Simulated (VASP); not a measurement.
# KBr (Fm-3m) in VASP: single point with LDA

Aim: the single point of KBr with LDA.

Everything below comes from runs of VASP 6.6.1. Logs are shortened: lines on timing, memory, paths and dates and some standing lists are left out, and cuts for length are marked.

**1. The cell of the first run**

Symmetry: Fm-3m, No. 225, cubic system. The conventional cell has a = 6.600 Å, b = 6.600 Å, c = 6.600 Å, α = 90.00°, β = 90.00°, γ = 90.00°. Within 4.3 Å of K (site symmetry m-3m) lie 6 Br at 3.30 Å. Br (site symmetry m-3m) has 6 K at 3.30 Å within 4.3 Å.

**2. Single point, LDA**

File INCAR:

```
  ALGO = Normal
  EDIFF = 1E-6
  ENCUT = 500
  GGA_COMPAT = F
  ISIF = 2
  ISMEAR = 0
  LASPH = T
  LCHARG = F
  LREAL = F
  LWAVE = F
  NBANDS = 15
  NELM = 120
  PREC = Accurate
  SIGMA = 0.01
```

File KPOINTS:

```
k-points
0
Gamma
  6 6 6
```

File POSCAR:

```
KBr
1.0
    0.0000000000      3.3000000000      3.3000000000
    3.3000000000      0.0000000000      3.3000000000
    3.3000000000      3.3000000000      0.0000000000
K Br
1 1
Direct
    0.0000000000      0.0000000000      0.0000000000
    0.5000000000      0.5000000000      0.5000000000
```

Potentials or basis: VASP PAW LDA potentials, release 64 (K_sv, Br).

Launch:

```
$ cat potpaw_LDA.64/K_sv/POTCAR potpaw_LDA.64/Br/POTCAR > POTCAR
$ mpirun -np 1 vasp_std > vasp.out
```

OUTCAR:

```text
EDIFF = 1E-6
   ENCUT = 500
   ISIF = 2
   ISMEAR = 0
   LASPH = T
   LREAL = F
   NELM = 120
   PREC = Accurate

 ion  position               nearest neighbor table
   1  0.000  0.000  0.000-   2 3.30   2 3.30   2 3.30   2 3.30   2 3.30   2 3.30
   2  0.500  0.500  0.500-   1 3.30   1 3.30   1 3.30   1 3.30   1 3.30   1 3.30

  LATTYP: Found a face centered cubic cell.
 ALAT       =     6.6000000000

  Lattice vectors:

 A1 = (   0.0000000000,   3.3000000000,   3.3000000000)
 A2 = (   3.3000000000,   0.0000000000,   3.3000000000)
 A3 = (   3.3000000000,   3.3000000000,   0.0000000000)

Analysis of symmetry for initial positions (statically):
=====================================================================
 Subroutine PRICEL returns:
 Original cell was already a primitive cell.

 Routine SETGRP: Setting up the symmetry group for a
 face centered cubic supercell.

 Subroutine GETGRP returns: Found 48 space group operations
 (whereof 48 operations were pure point group operations)
 out of a pool of 48 trial point group operations.

The static configuration has the point symmetry O_h .

Analysis of symmetry for dynamics (positions and initial velocities):
=====================================================================
 Subroutine PRICEL returns:
 Original cell was already a primitive cell.

 Routine SETGRP: Setting up the symmetry group for a
 face centered cubic supercell.

 Subroutine GETGRP returns: Found 48 space group operations
 (whereof 48 operations were pure point group operations)
 out of a pool of 48 trial point group operations.

The dynamic configuration has the point symmetry O_h .

 Subroutine INISYM returns: Found 48 space group operations
 (whereof 48 operations are pure point group operations),
 and found     1 'primitive' translations

----------------------------------------------------------------------------------------

                                     Primitive cell

  volume of cell :      71.8740

  direct lattice vectors                    reciprocal lattice vectors
     0.000000000  3.300000000  3.300000000    -0.151515152  0.151515152  0.151515152
     3.300000000  0.000000000  3.300000000     0.151515152 -0.151515152  0.151515152
     3.300000000  3.300000000  0.000000000     0.151515152  0.151515152 -0.151515152

  length of vectors
     4.666904756  4.666904756  4.666904756     0.262431941  0.262431941  0.262431941

  position of ions in fractional coordinates (direct lattice)
     0.000000000  0.000000000  0.000000000
     0.500000000  0.500000000  0.500000000

  ion indices of the primitive-cell ions
   primitive index   ion index
                 1           1
                 2           2

----------------------------------------------------------------------------------------

 KPOINTS: k-points

Automatic generation of k-mesh.
 Grid dimensions read from file:
 generate k-points for:    6    6    6

 Generating k-lattice:

  Cartesian coordinates                     Fractional coordinates (reciprocal lattice)
    -0.025252525  0.025252525  0.025252525     0.166666667  0.000000000  0.000000000
     0.025252525 -0.025252525  0.025252525     0.000000000  0.166666667  0.000000000
     0.025252525  0.025252525 -0.025252525     0.000000000  0.000000000  0.166666667

  Length of vectors
     0.043738657  0.043738657  0.043738657

  Shift w.r.t. Gamma in fractional coordinates (k-lattice)
     0.000000000  0.000000000  0.000000000

 Subroutine IBZKPT returns following result:
 ===========================================

 Found     16 irreducible k-points:

 Following reciprocal coordinates:
            Coordinates               Weight
  0.000000  0.000000  0.000000      1.000000
  0.166667  0.000000  0.000000      8.000000
  0.333333  0.000000  0.000000      8.000000
  0.500000  0.000000  0.000000      4.000000
  0.166667  0.166667  0.000000      6.000000
  0.333333  0.166667  0.000000     24.000000
[... 8 lines left out ...]
 -0.333333  0.333333  0.166667     24.000000
 -0.333333  0.500000  0.166667     12.000000
   k-points           NKPTS =     16   k-points in BZ     NKDIM =     16   number of bands    NBANDS=     15
   number of dos      NEDOS =    301   number of ions     NIONS =      2
   total plane-waves  NPLWV =  46656
   dimension x,y,z NGX =    36 NGY =   36 NGZ =   36
   dimension x,y,z NGXF=    72 NGYF=   72 NGZF=   72
   ions per type =               1   1
   NGX,Y,Z   is equivalent  to a cutoff of  12.82, 12.82, 12.82 a.u.
   NGXF,Y,Z  is equivalent  to a cutoff of  25.65, 25.65, 25.65 a.u.
 SYSTEM =  unknown system
   PREC   = accura    normal or accurate (medium, high low for compatibility)
   ISTART =      0    job   : 0-new  1-cont  2-samecut
   ICHARG =      2    charge: 1-file 2-atom 10-const
   ISPIN  =      1    spin polarized calculation?
   LNONCOLLINEAR =      F non collinear calculations
   LSORBIT =      F    spin-orbit coupling
   LASPH  =      T    aspherical Exc in radial PAW
   ENCUT  =  500.0 eV  36.75 Ry    6.06 a.u.   8.51  8.51  8.51*2*pi/ulx,y,z
   NELM   =    120;   NELMIN=  2; NELMDL= -5     # of ELM steps
   EDIFF  = 0.1E-05   stopping-criterion for ELM
   LREAL  =      F    real-space projection
   EDIFFG = 0.1E-04   stopping-criterion for IOM
   NSW    =      0    number of steps for IOM
   IBRION =     -1    ionic relax: 0-MD 1-quasi-New 2-CG
   NFREE  =      0    steps in history (QN), initial steepest desc. (CG)
   ISIF   =      2    stress and relaxation
   ISYM   =      2    0-nonsym 1-usesym 2-fastsym
   POTIM  = 0.5000    time-step for ionic-motion
   TEBEG  =    0.0;   TEEND  =   0.0 temperature during run
   PSTRESS=    0.0 pullay stress
   NELECT =      16.0000    total number of electrons
   NUPDOWN=      -1.0000    fix difference up-down
   EMIN   =  10.00;   EMAX   =-10.00  energy-range for DOS
   EFERMI =   0.00;   METHOD = LEGACY
   ISMEAR =     0;   SIGMA  =   0.01  broadening in eV -4-tet -1-fermi 0-gaus
   EFERMI_NEDOS =   21; number of points for ismear=-14 and -15
   IALGO  =     38    algorithm
   IMIX   =      4    mixing-type and parameters
     AMIX     =   0.40;   BMIX     =  1.00
     AMIX_MAG =   1.60;   BMIX_MAG =  1.00
  volume/ion in A,a.u.               =      35.94       242.51
  Fermi-wavevector in a.u.,A,eV,Ry     =   0.992181  1.874950 13.393889  0.984423
  Thomas-Fermi vector in A             =   2.123975
   LORBIT       =      0    0 simple, 1 ext, 2 COOP (PROOUT), +10 PAW based schemes
   GGA     = CA    functional components
   LHFCALC =     F    Hartree Fock is set to
   AEXX    =    0.0000 exact exchange contribution
   IVDW    =     0    specifies the selected vdW correction
   LEPSILON=     F    determine dielectric tensor
   LRPA    =     F    only Hartree local field effects (RPA)
 non-spin polarized calculation
 Gauss-broadening in eV      SIGMA  =   0.01
  energy-cutoff  :      500.00
  volume of cell :       71.87
 maximum number of plane-waves:      1853
 NGX is ok and might be reduce to    36
   NGX = 17   NGY = 17   NGZ = 17

 number of electron      15.9999997 magnetization

 Free energy of the ion-electron system (eV)
  ---------------------------------------------------
  ext. energy  EPLUGINS =         0.00000000
  ---------------------------------------------------
  free energy    TOTEN  =        -6.79729073 eV

  energy without entropy =       -6.79729073  energy(sigma->0) =       -6.79729073

 E-fermi :  -1.7785     XC(G=0):  -7.8862

 val. band max:       -1.9136874010   @ k =   0.0000   0.0000   0.0000
 cond. band min:       2.1243336056   @ k =   0.0000   0.0000   0.0000
 fundamental gap:      4.0380210066
 Fermi energy:        -1.7784622395

 k-point     1 :       0.0000    0.0000    0.0000
  band No.  band energies     occupation
      1     -29.3223      2.00000
      2     -14.2374      2.00000
      3     -13.0368      2.00000
      4     -13.0368      2.00000
      5     -13.0368      2.00000
      6      -1.9137      2.00000
      7      -1.9137      2.00000
      8      -1.9137      2.00000
      9       2.1243      0.00000
     10       5.4322      0.00000
     11       5.4322      0.00000
     12       5.4322      0.00000
     13       6.3056      0.00000
     14       6.3056      0.00000
     15       9.2779      0.00000

 k-point     2 :       0.1667    0.0000    0.0000
  band No.  band energies     occupation
      1     -29.3207      2.00000
      2     -14.2819      2.00000
      3     -13.0383      2.00000
      4     -13.0383      2.00000
      5     -12.9751      2.00000
      6      -2.3106      2.00000
      7      -2.0075      2.00000
      8      -2.0075      2.00000
      9       2.8051      0.00000
     10       5.2728      0.00000
     11       5.7601      0.00000
     12       5.7601      0.00000
     13       6.6659      0.00000
     14       6.6659      0.00000
     15      10.2269      0.00000

 k-point     3 :       0.3333    0.0000    0.0000
  band No.  band energies     occupation
      1     -29.3176      2.00000
      2     -14.3603      2.00000
      3     -13.0414      2.00000
      4     -13.0414      2.00000
      5     -12.8614      2.00000
      6      -2.9147      2.00000
      7      -2.1828      2.00000
      8      -2.1828      2.00000
      9       3.9333      0.00000
     10       5.5068      0.00000
     11       6.6359      0.00000
     12       6.6359      0.00000
     13       7.5629      0.00000
     14       7.5629      0.00000
     15       9.3182      0.00000

 k-point     4 :       0.5000    0.0000    0.0000
  band No.  band energies     occupation
      1     -29.3160      2.00000
      2     -14.3956      2.00000
      3     -13.0430      2.00000
      4     -13.0430      2.00000
      5     -12.8082      2.00000
      6      -3.1642      2.00000
      7      -2.2651      2.00000
      8      -2.2651      2.00000
      9       4.3332      0.00000
     10       6.0137      0.00000
     11       7.6120      0.00000
     12       7.6120      0.00000
     13       7.9119      0.00000
     14       7.9119      0.00000
     15       8.7175      0.00000
[... 163 lines left out ...]
 k-point    14 :       0.5000    0.3333    0.1667
  band No.  band energies     occupation
      1     -29.3156      2.00000
      2     -14.2851      2.00000
      3     -13.0798      2.00000
      4     -13.0605      2.00000
      5     -12.9278      2.00000
      6      -2.8310      2.00000
      7      -2.3091      2.00000
      8      -2.2756      2.00000
      9       4.6304      0.00000
     10       4.8129      0.00000
     11       6.6819      0.00000
     12       7.5573      0.00000
     13       7.6142      0.00000
     14       7.8014      0.00000
     15       8.8853      0.00000

 k-point    15 :      -0.3333    0.3333    0.1667
  band No.  band energies     occupation
      1     -29.3146      2.00000
      2     -14.2726      2.00000
      3     -13.0905      2.00000
      4     -13.0766      2.00000
      5     -12.9236      2.00000
      6      -2.7897      2.00000
      7      -2.4706      2.00000
      8      -2.3308      2.00000
      9       4.9827      0.00000
     10       5.3785      0.00000
     11       6.3403      0.00000
     12       6.9789      0.00000
     13       8.1991      0.00000
     14       8.5076      0.00000
     15       8.9363      0.00000

 k-point    16 :      -0.3333    0.5000    0.1667
  band No.  band energies     occupation
      1     -29.3141      2.00000
      2     -14.2042      2.00000
      3     -13.1213      2.00000
      4     -13.0911      2.00000
      5     -12.9806      2.00000
      6      -2.6584      2.00000
      7      -2.4170      2.00000
      8      -2.3859      2.00000
      9       4.3831      0.00000
     10       5.6891      0.00000
     11       6.0792      0.00000
     12       7.0726      0.00000
     13       7.9018      0.00000
     14       8.7011      0.00000
     15       9.1530      0.00000

------------------------ aborting loop because EDIFF is reached ----------------------------------------

  FORCE on cell =-STRESS in cart. coord.  units (eV):
  Direction    XX          YY          ZZ          XY          YZ          ZX
  --------------------------------------------------------------------------------------
  -------------------------------------------------------------------------------------
  Total       -0.7212016     -0.7212016     -0.7212016      0.0000000      0.0000000     -0.0000000
  in kB      -16.0766452    -16.0766452    -16.0766452      0.0000000      0.0000000     -0.0000000
  external PRESSURE =     -16.0766452 kB  Pullay stress =       0.0000000 kB

 VOLUME and BASIS-vectors are now :
 -----------------------------------------------------------------------------
  energy-cutoff  :      500.00
  volume of cell :       71.87
      direct lattice vectors                 reciprocal lattice vectors
     0.000000000  3.300000000  3.300000000    -0.151515152  0.151515152  0.151515152
     3.300000000  0.000000000  3.300000000     0.151515152 -0.151515152  0.151515152
     3.300000000  3.300000000  0.000000000     0.151515152  0.151515152 -0.151515152

 POSITION                                       TOTAL-FORCE (eV/Angst)
 -----------------------------------------------------------------------------------
      0.00000      0.00000      0.00000         0.000000      0.000000     -0.000000
      3.30000      3.30000      3.30000         0.000000      0.000000      0.000000
 -----------------------------------------------------------------------------------
    total drift:                                0.000000      0.000000      0.000000

  FREE ENERGIE OF THE ION-ELECTRON SYSTEM (eV)
  ---------------------------------------------------
  free  energy   TOTEN  =        -6.7972907326 eV

  energy  without entropy=       -6.7972907326  energy(sigma->0) =       -6.79729073
```

Run time: 25 s. Hardware: 1 thread of Intel Xeon 8259CL, shared host; peak memory 0.17 GiB.

What came out:

- Free energy: -6.7973 eV
- Pressure: -1.6 GPa
- Band gap on the k mesh: 4.04 eV
